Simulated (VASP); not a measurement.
InP: single point with PBE

System: InP, a wire with vacuum.

```
In P
1.0
    11.40000    0.00000    0.00000
     0.00000    9.30000    0.00000
     0.00000    0.00000    5.08434
In P
2 2
Direct
  0.39692 0.50000 0.00000
  0.60308 0.50000 0.50000
  0.37830 0.50000 0.50000
  0.62170 0.50000 0.00000
```

* Program: VASP 6.6.1
* Task: single point
* Functional: PBE
* Potentials or basis: VASP PAW PBE potentials, release 64 (In_d, P)
* Cutoff: 520 eV
* k mesh: 1 × 1 × 14
* Occupations: gaussian, width 0.05 eV
* Spin: collinear spin
* Starting moments: [0.5, 0.5, 0.5, 0.5] μB

The largest force is 0.005 eV/Å and the net moment is 0.43 μB per cell. The site moments are In -0.01; P +0.10 μB and the valence electrons inside the program's atomic spheres are In 11.37; P 2.46.

Forces in eV/Å, atoms in the order of the input:
```
In  -0.005  0.000  0.000
In   0.005  0.000  0.000
P    0.004  0.000  0.000
P   -0.004  0.000  0.000
```

Levels at points of the mesh, in eV from the Fermi level:
Spin up:
| k point | band 14 | band 15 | band 16 | band 17 | band 18 | band 19 | band 20 | band 21 | band 22 | band 23 |
| --- | --- | --- | --- | --- | --- | --- | --- | --- | --- | --- |
| (0.00, 0.00, 0.00) | -3.16 | -2.90 | -1.93 | -1.76 | -0.53 | -0.41 | 1.02 | 3.56 | 3.91 | 3.96 |
| (0.00, 0.00, 0.50) | -5.24 | -0.95 | -0.95 | -0.64 | -0.64 | 2.32 | 2.32 | 3.41 | 3.41 | 4.52 |
Spin down:
| k point | band 16 | band 17 | band 18 | band 19 | band 20 | band 21 |
| --- | --- | --- | --- | --- | --- | --- |
| (0.00, 0.00, 0.00) | -1.87 | -1.53 | -0.50 | -0.07 | 1.08 | 3.59 |
| (0.00, 0.00, 0.50) | -0.90 | -0.34 | -0.34 | 2.38 | 2.38 | 3.44 |

Run time: 4.9 min on 1 thread of Oxide Virtual Turin-like Processor, with other jobs on the host, peak memory 0.78 GiB.

Caveat: a moment this small can come from the mesh or the smearing; spin-orbit coupling is left out, which moves the levels of the heavy elements.
